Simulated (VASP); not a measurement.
# Li5C (P-6m2) in VASP: single point with PBE

Aim: the single point of Li5C with PBE.

All numbers are computed with VASP 6.6.1; they aren't measurements. Logs are shortened: lines on timing, memory, paths and dates and some standing lists are left out, and cuts for length are marked.

### 1 The cell of the first run

Symmetry: P-6m2, No. 187, hexagonal system. Conventional cell: a = 4.914 Å, b = 4.914 Å, c = 4.001 Å, α = 90.00°, β = 90.00°, γ = 120.00°. Within 2.7 Å of Li (site symmetry -6m2) lie 2 Li at 2.00 Å. Within 2.2 Å of Li (site symmetry mm2) lie 1 C at 1.68 Å and 2 Li at 2.00 Å. Within 2.7 Å of Li (site symmetry -6m2) lie 8 Li at 2.00 to 2.47 Å. C (site symmetry -6m2) has 3 Li at 1.68 Å within 2.2 Å.

The cell was built from a structure type or drawn by symmetry, and may not be a known phase.

### 2 Single point, PBE

Input file INCAR:

```
SYSTEM = Li5C
  PREC = Accurate
  ENCUT = 520
  EDIFF = 1E-6
  ISMEAR = 0
  SIGMA = 0.1
  LREAL = .False.
  LASPH = .True.
  NELM = 80
  ALGO = Normal
  ISIF = 2
  LWAVE = .False.
  LCHARG = .False.
  GGA = PE
  NBANDS = 18
```

Input file KPOINTS:

```
regular mesh
0
Gamma
  6 6 4
  0 0 0
```

Input file POSCAR:

```
Li5C
1.0
    4.9141947600      0.0000000000      0.0000000000
   -2.4570973800      4.2558175000      0.0000000000
    0.0000000000      0.0000000000      4.0005939800
Li C
5 1
Direct
    0.0000000000      0.0000000000      0.5000000000
    0.5311347300      0.4688652700      0.0000000000
    0.5311347300      0.0622694600      0.0000000000
    0.9377305400      0.4688652700      0.0000000000
    0.0000000000      0.0000000000      0.0000000000
    0.3333333300      0.6666666700      0.0000000000
```

Potentials or basis: VASP PAW PBE potentials, release 64 (Li_sv, C).

The run is started by

```sh
$ cat potpaw_PBE.64/Li_sv/POTCAR potpaw_PBE.64/C/POTCAR > POTCAR
$ mpirun -np 1 vasp_std > vasp.out
```

OUTCAR:

```text
SYSTEM = Li5C
   PREC = Accurate
   ENCUT = 520
   EDIFF = 1E-6
   ISMEAR = 0
   LREAL = .False.
   LASPH = .True.
   NELM = 80
   ISIF = 2
   GGA = PE

 ion  position               nearest neighbor table
   1  0.000  0.000  0.500-   5 2.00   5 2.00
   2  0.531  0.469  0.000-   6 1.68   3 2.00   4 2.00   5 2.47   5 2.47
   3  0.531  0.062  0.000-   6 1.68   4 2.00   2 2.00   5 2.47   5 2.47
   4  0.938  0.469  0.000-   6 1.68   3 2.00   2 2.00   5 2.47   5 2.47
   5  0.000  0.000  0.000-   1 2.00   1 2.00   4 2.47   2 2.47   2 2.47   4 2.47   3 2.47   3 2.47

   6  0.333  0.667  0.000-   3 1.68   4 1.68   2 1.68

  LATTYP: Found a hexagonal cell.
 ALAT       =     4.9141947600
 C/A-ratio  =     0.8140894237

  Lattice vectors:

 A1 = (   4.9141947600,   0.0000000000,   0.0000000000)
 A2 = (  -2.4570973800,   4.2558175000,   0.0000000000)
 A3 = (   0.0000000000,   0.0000000000,   4.0005939800)

Analysis of symmetry for initial positions (statically):
=====================================================================
 Subroutine PRICEL returns:
 Original cell was already a primitive cell.

 Routine SETGRP: Setting up the symmetry group for a
 hexagonal supercell.

 Subroutine GETGRP returns: Found 12 space group operations
 (whereof 12 operations were pure point group operations)
 out of a pool of 24 trial point group operations.

The static configuration has the point symmetry D_3h.

Analysis of symmetry for dynamics (positions and initial velocities):
=====================================================================
 Subroutine PRICEL returns:
 Original cell was already a primitive cell.

 Routine SETGRP: Setting up the symmetry group for a
 hexagonal supercell.

 Subroutine GETGRP returns: Found 12 space group operations
 (whereof 12 operations were pure point group operations)
 out of a pool of 24 trial point group operations.

The dynamic configuration has the point symmetry D_3h.

 Subroutine INISYM returns: Found 12 space group operations
 (whereof 12 operations are pure point group operations),
 and found     1 'primitive' translations

----------------------------------------------------------------------------------------

                                     Primitive cell

  volume of cell :      83.6681

  direct lattice vectors                    reciprocal lattice vectors
     4.914194760  0.000000000  0.000000000     0.203492138  0.117486241  0.000000000
    -2.457097380  4.255817500  0.000000000     0.000000000  0.234972482  0.000000000
     0.000000000  0.000000000  4.000593980     0.000000000  0.000000000  0.249962882

  length of vectors
     4.914194760  4.914194759  4.000593980     0.234972482  0.234972482  0.249962882

  position of ions in fractional coordinates (direct lattice)
     0.000000000  0.000000000  0.500000000
     0.531134730  0.468865270  0.000000000
     0.531134730  0.062269460  0.000000000
     0.937730540  0.468865270  0.000000000
     0.000000000  0.000000000  0.000000000
     0.333333330  0.666666670  0.000000000

  ion indices of the primitive-cell ions
   primitive index   ion index
                 1           1
                 2           2
                 3           3
                 4           4
                 5           5
                 6           6

----------------------------------------------------------------------------------------

 KPOINTS: regular mesh

Automatic generation of k-mesh.
 Grid dimensions read from file:
 generate k-points for:    6    6    4

 Generating k-lattice:

  Cartesian coordinates                     Fractional coordinates (reciprocal lattice)
     0.033915356  0.019581040  0.000000000     0.166666667  0.000000000  0.000000000
     0.000000000  0.039162080  0.000000000     0.000000000  0.166666667  0.000000000
     0.000000000  0.000000000  0.062490720     0.000000000  0.000000000  0.250000000

  Length of vectors
     0.039162080  0.039162080  0.062490720

  Shift w.r.t. Gamma in fractional coordinates (k-lattice)
     0.000000000  0.000000000  0.000000000

 Subroutine IBZKPT returns following result:
 ===========================================

 Found     21 irreducible k-points:

 Following reciprocal coordinates:
            Coordinates               Weight
  0.000000  0.000000  0.000000      1.000000
  0.166667  0.000000  0.000000      6.000000
  0.333333  0.000000  0.000000      6.000000
  0.500000  0.000000  0.000000      3.000000
  0.166667  0.166667  0.000000      6.000000
  0.333333  0.166667  0.000000     12.000000
[... 13 lines left out ...]
  0.333333  0.166667  0.500000     12.000000
  0.333333  0.333333  0.500000      2.000000
   k-points           NKPTS =     21   k-points in BZ     NKDIM =     21   number of bands    NBANDS=     18
   number of dos      NEDOS =    301   number of ions     NIONS =      6
   total plane-waves  NPLWV =  48000
   dimension x,y,z NGX =    40 NGY =   40 NGZ =   30
   dimension x,y,z NGXF=    80 NGYF=   80 NGZF=   60
   ions per type =               5   1
   NGX,Y,Z   is equivalent  to a cutoff of  13.53, 13.53, 12.47 a.u.
   NGXF,Y,Z  is equivalent  to a cutoff of  27.06, 27.06, 24.93 a.u.
 SYSTEM =  Li5C
   PREC   = accura    normal or accurate (medium, high low for compatibility)
   ISTART =      0    job   : 0-new  1-cont  2-samecut
   ICHARG =      2    charge: 1-file 2-atom 10-const
   ISPIN  =      1    spin polarized calculation?
   LNONCOLLINEAR =      F non collinear calculations
   LSORBIT =      F    spin-orbit coupling
   LASPH  =      T    aspherical Exc in radial PAW
   ENCUT  =  520.0 eV  38.22 Ry    6.18 a.u.   9.14  9.14  7.44*2*pi/ulx,y,z
   NELM   =     80;   NELMIN=  2; NELMDL= -5     # of ELM steps
   EDIFF  = 0.1E-05   stopping-criterion for ELM
   LREAL  =      F    real-space projection
   EDIFFG = 0.1E-04   stopping-criterion for IOM
   NSW    =      0    number of steps for IOM
   IBRION =     -1    ionic relax: 0-MD 1-quasi-New 2-CG
   NFREE  =      0    steps in history (QN), initial steepest desc. (CG)
   ISIF   =      2    stress and relaxation
   ISYM   =      2    0-nonsym 1-usesym 2-fastsym
   POTIM  = 0.5000    time-step for ionic-motion
   TEBEG  =    0.0;   TEEND  =   0.0 temperature during run
   PSTRESS=    0.0 pullay stress
   NELECT =      19.0000    total number of electrons
   NUPDOWN=      -1.0000    fix difference up-down
   EMIN   =  10.00;   EMAX   =-10.00  energy-range for DOS
   EFERMI =   0.00;   METHOD = LEGACY
   ISMEAR =     0;   SIGMA  =   0.10  broadening in eV -4-tet -1-fermi 0-gaus
   EFERMI_NEDOS =   21; number of points for ismear=-14 and -15
   IALGO  =     38    algorithm
   IMIX   =      4    mixing-type and parameters
     AMIX     =   0.40;   BMIX     =  1.00
     AMIX_MAG =   1.60;   BMIX_MAG =  1.00
  volume/ion in A,a.u.               =      13.94        94.10
  Fermi-wavevector in a.u.,A,eV,Ry     =   0.998787  1.887433 13.572830  0.997575
  Thomas-Fermi vector in A             =   2.131033
   LORBIT       =      0    0 simple, 1 ext, 2 COOP (PROOUT), +10 PAW based schemes
   GGA     = PE    functional components
   LHFCALC =     F    Hartree Fock is set to
   AEXX    =    0.0000 exact exchange contribution
   IVDW    =     0    specifies the selected vdW correction
   LEPSILON=     F    determine dielectric tensor
   LRPA    =     F    only Hartree local field effects (RPA)
 non-spin polarized calculation
 Gauss-broadening in eV      SIGMA  =   0.10
  energy-cutoff  :      520.00
  volume of cell :       83.67
 maximum number of plane-waves:      2289
 NGX is ok and might be reduce to    40
   NGX = 19   NGY = 19   NGZ = 15

 number of electron      18.9999989 magnetization

 Free energy of the ion-electron system (eV)
  ---------------------------------------------------
  ext. energy  EPLUGINS =         0.00000000
  ---------------------------------------------------
  free energy    TOTEN  =       -10.73646874 eV

  energy without entropy =      -10.70808697  energy(sigma->0) =      -10.72227786

 E-fermi :   1.4085     XC(G=0):  -7.9401

 val. band max:        1.4025769330   @ k =   0.3333   0.1667   0.2500
 cond. band min:       1.4159650612   @ k =   0.3333   0.0000   0.0000
 fundamental gap:      0.0133881282
 Fermi energy:         1.4084633784

 k-point     1 :       0.0000    0.0000    0.0000
  band No.  band energies     occupation
      1     -46.5486      2.00000
      2     -45.7891      2.00000
      3     -44.5972      2.00000
      4     -44.3203      2.00000
      5     -44.3203      2.00000
      6      -7.3912      2.00000
[... 10 lines left out ...]
     17       9.2237      0.00000
     18       9.2237      0.00000

 k-point     2 :       0.1667    0.0000    0.0000
  band No.  band energies     occupation
      1     -46.5485      2.00000
      2     -45.7888      2.00000
      3     -44.5950      2.00000
      4     -44.3228      2.00000
      5     -44.3202      2.00000
      6      -7.3694      2.00000
[... 10 lines left out ...]
     17       9.0591      0.00000
     18       9.1846      0.00000

 k-point     3 :       0.3333    0.0000    0.0000
  band No.  band energies     occupation
      1     -46.5485      2.00000
      2     -45.7882      2.00000
      3     -44.5907      2.00000
      4     -44.3282      2.00000
      5     -44.3203      2.00000
      6      -7.3248      2.00000
[... 10 lines left out ...]
     17       8.7602      0.00000
     18       9.2902      0.00000

 k-point     4 :       0.5000    0.0000    0.0000
  band No.  band energies     occupation
      1     -46.5485      2.00000
      2     -45.7878      2.00000
      3     -44.5884      2.00000
      4     -44.3309      2.00000
      5     -44.3203      2.00000
      6      -7.3018      2.00000
[... 312 lines left out ...]
      4     -44.3267      2.00000
      5     -44.3200      2.00000
      6      -7.1136      2.00000
[... 10 lines left out ...]
     17       7.7125      0.00000
     18       9.5802      0.00000

 k-point    20 :       0.3333    0.1667    0.5000
  band No.  band energies     occupation
      1     -46.5147      2.00000
      2     -45.8244      2.00000
      3     -44.5881      2.00000
      4     -44.3310      2.00000
      5     -44.3199      2.00000
      6      -7.0864      2.00000
[... 10 lines left out ...]
     17       8.5433      0.00000
     18      10.5656      0.00000

 k-point    21 :       0.3333    0.3333    0.5000
  band No.  band energies     occupation
      1     -46.5147      2.00000
      2     -45.8242      2.00000
      3     -44.5868      2.00000
      4     -44.3325      2.00000
      5     -44.3197      2.00000
      6      -7.0772      2.00000
[... 10 lines left out ...]
     17       9.2283      0.00000
     18       9.9197      0.00000

------------------------ aborting loop because EDIFF is reached ----------------------------------------

  FORCE on cell =-STRESS in cart. coord.  units (eV):
  Direction    XX          YY          ZZ          XY          YZ          ZX
  --------------------------------------------------------------------------------------
  -------------------------------------------------------------------------------------
  Total        8.9355316      8.9355316      4.1775277      0.0000000      0.0000000      0.0000000
  in kB      171.1083242    171.1083241     79.9963344      0.0000000      0.0000000      0.0000000
  external PRESSURE =     140.7376609 kB  Pullay stress =       0.0000000 kB

 VOLUME and BASIS-vectors are now :
 -----------------------------------------------------------------------------
  energy-cutoff  :      520.00
  volume of cell :       83.67
      direct lattice vectors                 reciprocal lattice vectors
     4.914194760  0.000000000  0.000000000     0.203492138  0.117486241  0.000000000
    -2.457097380  4.255817500  0.000000000     0.000000000  0.234972482  0.000000000
     0.000000000  0.000000000  4.000593980     0.000000000  0.000000000  0.249962882

 POSITION                                       TOTAL-FORCE (eV/Angst)
 -----------------------------------------------------------------------------------
      0.00000      0.00000      2.00030        -0.000000     -0.000000      0.000000
      1.45805      1.99541      0.00000        -0.151654      0.087557      0.000000
      2.45710      0.26501      0.00000        -0.000000     -0.175114     -0.000000
      3.45614      1.99541      0.00000         0.151654      0.087557      0.000000
      0.00000      0.00000      0.00000        -0.000000     -0.000000      0.000000
     -0.00000      2.83721      0.00000        -0.000000     -0.000000      0.000000
 -----------------------------------------------------------------------------------
    total drift:                                0.000008     -0.000005     -0.000000

  FREE ENERGIE OF THE ION-ELECTRON SYSTEM (eV)
  ---------------------------------------------------
  free  energy   TOTEN  =       -10.7364687448 eV

  energy  without entropy=      -10.7080869662  energy(sigma->0) =      -10.72227786
```

Wall time 51 s (1 thread of Intel Xeon 8259CL, shared host); peak memory 0.2 GiB.

What came out:

```yaml
Free_energy: -10.7365 eV
Largest_force: 0.175 eV/Å
Band_gap_on_the_k_mesh: zero (an odd number of electrons rules out a gap without spin polarisation)
```

Forces in eV/Å, atoms in the order of the input:
```
Li   0.000  0.000  0.000
Li  -0.152  0.088  0.000
Li   0.000 -0.175  0.000
Li   0.152  0.088  0.000
Li   0.000  0.000  0.000
C    0.000  0.000  0.000
```

Levels at points of the mesh, in eV from the Fermi level:
```
           k point  band 7  band 8  band 9  band 10  band 11  band 12  band 13  band 14
(0.00, 0.00, 0.00)   -1.96   -1.53   -1.53    -0.46     1.80     1.80     3.32     4.23
(0.50, 0.00, 0.00)   -2.76   -1.68   -0.83     0.23     1.28     2.42     2.47     4.97
(0.00, 0.00, 0.50)   -2.82   -1.12   -1.12    -0.22     2.14     2.98     2.98     4.38
(0.50, 0.00, 0.50)   -2.02   -1.66   -1.13    -0.25     0.93     2.01     2.50     3.06
```

Caveat: the k points lie up to 0.39 Å⁻¹ apart, too coarse for converged energies and pressures of a metal; the cutoff is under 1.25 times the usual one of these potentials, so pressure, stress and relaxed cells hold a basis-set (Pulay) error.
